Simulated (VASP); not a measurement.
# BN (P6_3/mmc) in VASP: notebook

Runs on BN. Level: LDA. Tasks: relaxation of cell and atoms.

All numbers are computed with VASP 6.6.1; they aren't measurements. Logs are shortened: lines on timing, memory, paths and dates and some standing lists are left out, and cuts for length are marked.

## Step 1: The cell of the first run

The structure is hexagonal, space group P6_3/mmc (No. 194). The conventional cell has a = 2.489 Å, b = 2.489 Å, c = 6.494 Å, α = 90.00°, β = 90.00°, γ = 120.00°. B (site symmetry -6m2) has 3 N at 1.44 Å within 1.9 Å. Within 1.9 Å of N (site symmetry -6m2) lie 3 B at 1.44 Å.

## Step 2: Relaxation of cell and atoms, LDA, target pressure 7 GPa, at which the enthalpy is minimised

Input file INCAR:

```
ALGO = Normal
EDIFF = 1E-7
EDIFFG = -0.002
ENCUT = 600
IBRION = 2
ISIF = 3
ISMEAR = 0
LASPH = T
LCHARG = F
LREAL = F
LWAVE = F
NELM = 100
NSW = 100
PREC = Accurate
PSTRESS = 70.0
SIGMA = 0.01
```

Input file KPOINTS:

```
k-points
0
Gamma
  10 10 4
```

Input file POSCAR:

```
BN
1.0
    2.4889441066      0.0000000000      0.0000000000
   -1.2444720533      2.1554888250      0.0000000000
    0.0000000000      0.0000000000      6.4944619598
B N
2 2
Direct
    0.3333333333      0.6666666667      0.2500000000
    0.6666666667      0.3333333333      0.7500000000
    0.3333333333      0.6666666667      0.7500000000
    0.6666666667      0.3333333333      0.2500000000
```

Potentials or basis: VASP PAW LDA potentials, release 64 (B, N).

Launch:

```bash
cat potpaw_LDA.64/B/POTCAR potpaw_LDA.64/N/POTCAR > POTCAR
mpirun -np 1 vasp_std > vasp.out
```

OUTCAR:

```text
EDIFF = 1E-7
   EDIFFG = -0.002
   ENCUT = 600
   IBRION = 2
   ISIF = 3
   ISMEAR = 0
   LASPH = T
   LREAL = F
   NELM = 100
   NSW = 100
   PREC = Accurate
   PSTRESS = 70.0

 ion  position               nearest neighbor table
   1  0.333  0.667  0.250-   4 1.44   4 1.44   4 1.44
   2  0.667  0.333  0.750-   3 1.44   3 1.44   3 1.44
   3  0.333  0.667  0.750-   2 1.44   2 1.44   2 1.44
   4  0.667  0.333  0.250-   1 1.44   1 1.44   1 1.44

  LATTYP: Found a hexagonal cell.
 ALAT       =     2.4889441066
 C/A-ratio  =     2.6093241478

  Lattice vectors:

 A1 = (   2.4889441066,   0.0000000000,   0.0000000000)
 A2 = (  -1.2444720533,   2.1554888250,   0.0000000000)
 A3 = (   0.0000000000,   0.0000000000,   6.4944619598)

Analysis of symmetry for initial positions (statically):
=====================================================================
 Subroutine PRICEL returns:
 Original cell was already a primitive cell.

 Routine SETGRP: Setting up the symmetry group for a
 hexagonal supercell.

 Subroutine GETGRP returns: Found 24 space group operations
 (whereof 12 operations were pure point group operations)
 out of a pool of 24 trial point group operations.

The static configuration has the point symmetry D_3d.
 The point group associated with its full space group is D_6h.

Analysis of symmetry for dynamics (positions and initial velocities):
=====================================================================
 Subroutine PRICEL returns:
 Original cell was already a primitive cell.

 Routine SETGRP: Setting up the symmetry group for a
 hexagonal supercell.

 Subroutine GETGRP returns: Found 24 space group operations
 (whereof 12 operations were pure point group operations)
 out of a pool of 24 trial point group operations.

The dynamic configuration has the point symmetry D_3d.
 The point group associated with its full space group is D_6h.

 Subroutine INISYM returns: Found 24 space group operations
 (whereof 12 operations are pure point group operations),
 and found     1 'primitive' translations

----------------------------------------------------------------------------------------

                                     Primitive cell

  volume of cell :      34.8421

  direct lattice vectors                    reciprocal lattice vectors
     2.488944107  0.000000000  0.000000000     0.401776801  0.231965944  0.000000000
[... 107 lines left out ...]
   IALGO  =     38    algorithm
   IMIX   =      4    mixing-type and parameters
     AMIX     =   0.40;   BMIX     =  1.00
     AMIX_MAG =   1.60;   BMIX_MAG =  1.00
  volume/ion in A,a.u.               =       8.71        58.78
  Fermi-wavevector in a.u.,A,eV,Ry     =   1.263029  2.386779 21.704602  1.595243
  Thomas-Fermi vector in A             =   2.396407
   LORBIT       =      0    0 simple, 1 ext, 2 COOP (PROOUT), +10 PAW based schemes
   GGA     = CA    functional components
   LHFCALC =     F    Hartree Fock is set to
   AEXX    =    0.0000 exact exchange contribution
   IVDW    =     0    specifies the selected vdW correction
   LEPSILON=     F    determine dielectric tensor
   LRPA    =     F    only Hartree local field effects (RPA)
 conjugate gradient relaxation of ions
 non-spin polarized calculation
 Gauss-broadening in eV      SIGMA  =   0.01
  energy-cutoff  :      600.00
  volume of cell :       34.84
 maximum number of plane-waves:      1184
 NGX is ok and might be reduce to    20
   NGX =  9   NGY =  9   NGZ = 25

--------------------------------------- Ionic step        1  -------------------------------------------

 number of electron      16.0000001 magnetization

 Free energy of the ion-electron system (eV)
  ---------------------------------------------------
  ext. energy  EPLUGINS =         0.00000000
  ---------------------------------------------------
  free energy    TOTEN  =       -38.58525169 eV

  energy without entropy =      -38.58525169  energy(sigma->0) =      -38.58525169

------------------------ aborting loop because EDIFF is reached ----------------------------------------

  FORCE on cell =-STRESS in cart. coord.  units (eV):
  Direction    XX          YY          ZZ          XY          YZ          ZX
  --------------------------------------------------------------------------------------
  -------------------------------------------------------------------------------------
  Total        0.1225881      0.1225881     -0.0548504     -0.0000000     -0.0000000      0.0000000
  in kB        5.6370894      5.6370894     -2.5222415     -0.0000000     -0.0000000      0.0000000
  external PRESSURE =     -67.0826876 kB  Pullay stress =      70.0000000 kB
[... 307 lines left out ...]
--------------------------------------- Ionic step        9  -------------------------------------------

 number of electron      16.0000001 magnetization

 Free energy of the ion-electron system (eV)
  ---------------------------------------------------
  ext. energy  EPLUGINS =         0.00000000
  ---------------------------------------------------
  free energy    TOTEN  =       -38.51479807 eV

  energy without entropy =      -38.51479807  energy(sigma->0) =      -38.51479807

 E-fermi :   3.7221     XC(G=0): -11.4927

 val. band max:        3.6660967716   @ k =   0.3000   0.3000   0.2500
 cond. band min:       7.6229682295   @ k =   0.5000   0.0000   0.2500
 fundamental gap:      3.9568714579
 Fermi energy:         3.7220562106

 k-point     1 :       0.0000    0.0000    0.0000
  band No.  band energies     occupation
      1     -14.4416      2.00000
      2     -13.5867      2.00000
      3      -3.6816      2.00000
      4       0.4639      2.00000
      5       2.2732      2.00000
      6       2.2732      2.00000
      7       2.4140      2.00000
      8       2.4140      2.00000
      9       9.9429      0.00000
     10      15.1695      0.00000
     11      15.1695      0.00000
     12      15.5656      0.00000
[... 331 lines left out ...]
 k-point    24 :       0.4000    0.1000    0.2500
  band No.  band energies     occupation
      1     -10.9704      2.00000
      2     -10.7465      2.00000
      3      -5.1101      2.00000
      4      -4.9518      2.00000
      5      -1.1350      2.00000
      6      -0.9622      2.00000
      7       1.6688      2.00000
      8       3.3203      2.00000
      9       7.9926      0.00000
     10       9.6242      0.00000
     11      14.5676      0.00000
     12      14.5894      0.00000

 [... further k-points ...]

------------------------ aborting loop because EDIFF is reached ----------------------------------------

  FORCE on cell =-STRESS in cart. coord.  units (eV):
  Direction    XX          YY          ZZ          XY          YZ          ZX
  --------------------------------------------------------------------------------------
  -------------------------------------------------------------------------------------
  Total        1.3330148      1.3330148      1.3253867     -0.0000000      0.0000000     -0.0000000
  in kB       69.9806738     69.9806738     69.5802106     -0.0000000      0.0000000     -0.0000000
  external PRESSURE =      -0.1528139 kB  Pullay stress =      70.0000000 kB
[... 23 lines left out ...]
  energy  without entropy=      -38.5147980717  energy(sigma->0) =      -38.51479807

  enthalpy is  TOTEN    =       -37.1814150920 eV   P V=        1.3333829797

 reached required accuracy - stopping structural energy minimisation
```

CONTCAR:

```text
BN
   1.00000000000000
     2.4780872587884604    0.0000000000000000    0.0000000000000000
    -1.2390436293942302    2.1460865190098373   -0.0000000000000000
     0.0000000000000000   -0.0000000000000000    5.7385692696215589
  B               N
     2     2
Direct
     0.3333333332999970    0.6666666667000030    0.2500000000000000
     0.6666666667000030    0.3333333332999970    0.7500000000000000
     0.3333333332999970    0.6666666667000030    0.7500000000000000
     0.6666666667000030    0.3333333332999970    0.2500000000000000

  0.00000000E+00  0.00000000E+00  0.00000000E+00
  0.00000000E+00  0.00000000E+00  0.00000000E+00
  0.00000000E+00  0.00000000E+00  0.00000000E+00
  0.00000000E+00  0.00000000E+00  0.00000000E+00
```

Wall time 2.3 min (1 thread of Intel Xeon 8259CL, shared host); peak memory 0.15 GiB.

Results:

* Free energy: -38.5148 eV
* Relaxed volume: 7.63 Å³/atom
* Relaxed cell: a = 2.478 Å, b = 2.478 Å, c = 5.739 Å, α = 90.00°, β = 90.00°, γ = 120.00°
* Space group after relaxing (to 0.1 Å): P6_3/mmc (No. 194)
* Energy change on relaxing (the run minimises the enthalpy): +17.6 meV/atom
* Ionic steps: 9
* Pressure after relaxing: 7.0 GPa
* Band gap on the k mesh: 3.96 eV (least direct gap 4.17 eV)

The path:
```csv
step,energy change (eV),largest force (eV/Å),pressure (GPa),volume (Å³)
1,0.0000,0.0000,0.29,34.84
2,0.0781,0.0000,14.71,33.04
3,0.0206,0.0000,7.26,33.91
4,0.0205,0.0000,7.26,33.10
5,0.0664,0.0000,8.19,30.64
6,0.0803,0.0000,8.46,30.31
7,0.0762,0.0000,8.38,30.40
8,0.0593,0.0000,2.22,30.94
9,0.0705,0.0000,6.98,30.52
```

Final structure:
```yaml
crystal:
  lattice:
    - [2.47809, 0.00000, 0.00000]
    - [-1.23904, 2.14609, 0.00000]
    - [0.00000, 0.00000, 5.73857]
  atoms:
    - { symbol: B, position: [0.33333, 0.66667, 0.25000] }
    - { symbol: B, position: [0.66667, 0.33333, 0.75000] }
    - { symbol: N, position: [0.33333, 0.66667, 0.75000] }
    - { symbol: N, position: [0.66667, 0.33333, 0.25000] }
```

Levels at points of the mesh, in eV from the valence-band top:
```
           k point  band 6  band 7  band 8  band 9  band 10  band 11
(0.00, 0.00, 0.00)   -1.39   -1.25   -1.25    6.28    11.50    11.50
(0.50, 0.00, 0.00)   -4.10   -2.21   -0.19    3.98     6.44     9.96
(0.00, 0.00, 0.50)   -1.32   -1.32   -1.32    9.51     9.51    11.68
(0.50, 0.00, 0.50)   -4.22   -1.05   -1.05    4.54     4.54    10.27
```

Caveat: the cell is relaxed towards a set pressure, so the run minimises the enthalpy, not the energy. LDA usually gives volumes a few per cent too small.

## Step 3: Relaxation of cell and atoms, LDA, target pressure 10 GPa, at which the enthalpy is minimised

Input file INCAR:

```
PREC = Accurate
ENCUT = 600
EDIFF = 1E-7
ISMEAR = 0
SIGMA = 0.01
LREAL = F
LASPH = T
NELM = 80
ALGO = Normal
ISIF = 3
LWAVE = F
LCHARG = F
GGA = CA
IBRION = 2
NSW = 100
EDIFFG = -0.002
PSTRESS = 100.0
```

Input file KPOINTS:

```
Automatic mesh
0
Gamma
  10 10 4
```

POSCAR is that of step 2.

Potentials or basis: VASP PAW LDA potentials, release 64 (B, N).

Launch:

```bash
cat potpaw_LDA.64/B/POTCAR potpaw_LDA.64/N/POTCAR > POTCAR
mpirun -np 1 vasp_std > vasp.out
```

Wall time 1.7 min (1 thread of Intel Xeon 8259CL, shared host); peak memory 0.15 GiB.

It converged, with:

```yaml
Free_energy: -38.4652 eV
Relaxed_volume: 7.39 Å³/atom
Relaxed_cell: a = 2.474 Å, b = 2.474 Å, c = 5.581 Å, α = 90.00°, β = 90.00°, γ = 120.00°
Space_group_after_relaxing_to_0.1_Å: P6_3/mmc (No. 194)
Energy_change_on_relaxing_the_run_minimises_the_enthalpy: +30.0 meV/atom
Ionic_steps: 9
Pressure_after_relaxing: 10.0 GPa
Band_gap_on_the_k_mesh: 3.87 eV (least direct gap 4.18 eV)
```

The path:
```tsv
step	energy change (eV)	largest force (eV/Å)	pressure (GPa)	volume (Å³)
1	0.0000	0.0000	0.29	34.84
2	0.1689	0.0000	22.42	32.25
3	0.0395	0.0000	10.21	33.57
4	0.0393	0.0000	10.21	32.49
5	0.1431	0.0000	12.24	29.23
6	0.1258	0.0000	11.91	29.50
7	0.1309	0.0000	12.01	29.42
8	0.1000	0.0000	3.62	30.09
9	0.1201	0.0000	9.98	29.57
```

Final structure:
```cif
data_structure
_symmetry_space_group_name_H-M 'P 1'
_symmetry_Int_Tables_number 1
_cell_length_a 2.4737
_cell_length_b 2.4737
_cell_length_c 5.5807
_cell_angle_alpha 90.000
_cell_angle_beta 90.000
_cell_angle_gamma 120.000
_cell_volume 29.57
loop_
_atom_site_label
_atom_site_type_symbol
_atom_site_fract_x
_atom_site_fract_y
_atom_site_fract_z
_atom_site_occupancy
B1 B 0.33333 0.66667 0.25000 1
B2 B 0.66667 0.33333 0.75000 1
N1 N 0.33333 0.66667 0.75000 1
N2 N 0.66667 0.33333 0.25000 1
```

Levels at points of the mesh, in eV from the valence-band top:
```tsv
k point	band 5	band 6	band 7	band 8	band 9	band 10	band 11	band 12
(0.00, 0.00, 0.00)	-1.49	-1.49	-1.31	-1.31	6.57	11.42	11.42	11.86
(0.50, 0.00, 0.00)	-4.45	-4.17	-2.47	-0.24	3.94	6.61	9.85	10.06
(0.00, 0.00, 0.50)	-1.40	-1.40	-1.40	-1.40	9.91	9.91	11.63	11.63
(0.50, 0.00, 0.50)	-4.31	-4.31	-1.13	-1.13	4.47	4.47	10.26	10.26
```

Caveat: the cell is relaxed towards a set pressure, so the run minimises the enthalpy, not the energy; the volume moved by over 15 % at a fixed basis, so the end points are rough. LDA usually gives volumes a few per cent too small.

## Step 4: Relaxation of cell and atoms, LDA, target pressure 15 GPa, at which the enthalpy is minimised

Input file INCAR:

```
SYSTEM = BN
PREC = Accurate ; ENCUT = 600
EDIFF = 1E-6 ; ISMEAR = 0
SIGMA = 0.01 ; LREAL = .False.
LASPH = .True. ; NELM = 60
ALGO = Normal ; ISIF = 3
LWAVE = .False. ; LCHARG = .False.
GGA = CA ; IBRION = 2
NSW = 100 ; EDIFFG = -0.002
PSTRESS = 150.0
```

Input file KPOINTS:

```
regular mesh
0
Gamma
  10 10 4
  0 0 0
```

POSCAR is that of step 3.

Launch:

```bash
cat potpaw_LDA.64/B/POTCAR potpaw_LDA.64/N/POTCAR > POTCAR
mpirun -np 1 vasp_std > vasp.out
```

It took 1.9 min on 1 thread of Intel Xeon 8259CL, shared host; peak memory 0.15 GiB.

Results (log left out):

```
Free energy                                                : -38.3712 eV
Relaxed volume                                             : 7.09 Å³/atom
Relaxed cell                                               : a = 2.467 Å, b = 2.467 Å, c = 5.381 Å, α = 90.00°, β = 90.00°, γ = 120.00°
Space group after relaxing (to 0.1 Å)                      : P6_3/mmc (No. 194)
Energy change on relaxing (the run minimises the enthalpy) : +53.5 meV/atom
Ionic steps                                                : 12
Pressure after relaxing                                    : 15.0 GPa
Band gap on the k mesh                                     : 3.76 eV (least direct gap 4.21 eV)
```

Step by step:
| step | energy change (eV) | largest force (eV/Å) | pressure (GPa) | volume (Å³) |
| --- | --- | --- | --- | --- |
| 1 | 0.0000 | 0.0000 | 0.29 | 34.84 |
| 2 | 0.4047 | 0.0000 | 36.89 | 30.96 |
| 3 | 0.0819 | 0.0000 | 15.05 | 33.03 |
| 4 | 0.0809 | 0.0000 | 15.06 | 31.56 |
| 5 | 0.3604 | 0.0000 | 20.35 | 27.08 |
| 6 | 0.2024 | 0.0000 | 17.31 | 28.53 |
| 7 | 0.2310 | 0.0000 | 17.90 | 28.20 |
| 8 | 0.1719 | 0.0000 | 6.38 | 29.02 |
| 9 | 0.2101 | 0.0000 | 14.94 | 28.40 |
| 10 | 0.2105 | 0.0000 | 14.97 | 28.40 |
| 11 | 0.2120 | 0.0000 | 15.00 | 28.38 |
| 12 | 0.2141 | 0.0000 | 15.02 | 28.36 |

Final structure:
```
B N
1.0
     2.46693    0.00000    0.00000
    -1.23346    2.13642    0.00000
     0.00000    0.00000    5.38066
B N
2 2
Cartesian
  0.0000 1.4243 1.3452
  1.2335 0.7121 4.0355
  0.0000 1.4243 4.0355
  1.2335 0.7121 1.3452
```

Levels at points of the mesh, in eV from the valence-band top:
```
           k point  band 6  band 7  band 8  band 9  band 10  band 11
(0.00, 0.00, 0.00)   -1.62   -1.39   -1.39    7.00    11.30    11.30
(0.50, 0.00, 0.00)   -4.26   -2.84   -0.34    3.94     6.87     9.69
(0.00, 0.00, 0.50)   -1.51   -1.51   -1.51   10.46    10.46    11.57
(0.50, 0.00, 0.50)   -4.45   -1.25   -1.25    4.39     4.39    10.23
```

Caveat: the cell is relaxed towards a set pressure, so the run minimises the enthalpy, not the energy; the volume moved by over 15 % at a fixed basis, so the end points are rough. LDA usually gives volumes a few per cent too small.

## Step 5: The runs side by side

| cell | gap on the mesh (eV) | pressure (GPa) |
| --- | --- | --- |
| relaxed to 7 GPa | 3.96 | 7.0 |
| relaxed to 10 GPa | 3.87 | 10.0 |
| relaxed to 15 GPa | 3.76 | 15.0 |

Alike in all rows: task relaxation of cell and atoms; level LDA; potentials or basis VASP PAW LDA potentials, release 64 (B, N); no spin polarisation; k mesh 10 × 10 × 4; cutoff (eV) 600; smearing gaussian 0.01 eV.

Caveats: the cell is relaxed towards a set pressure, so the run minimises the enthalpy, not the energy; the volume moved by over 15 % at a fixed basis, so the end points are rough (at least some runs).

Total energies depend on the potentials used, so only differences within one code and one set of settings carry meaning.
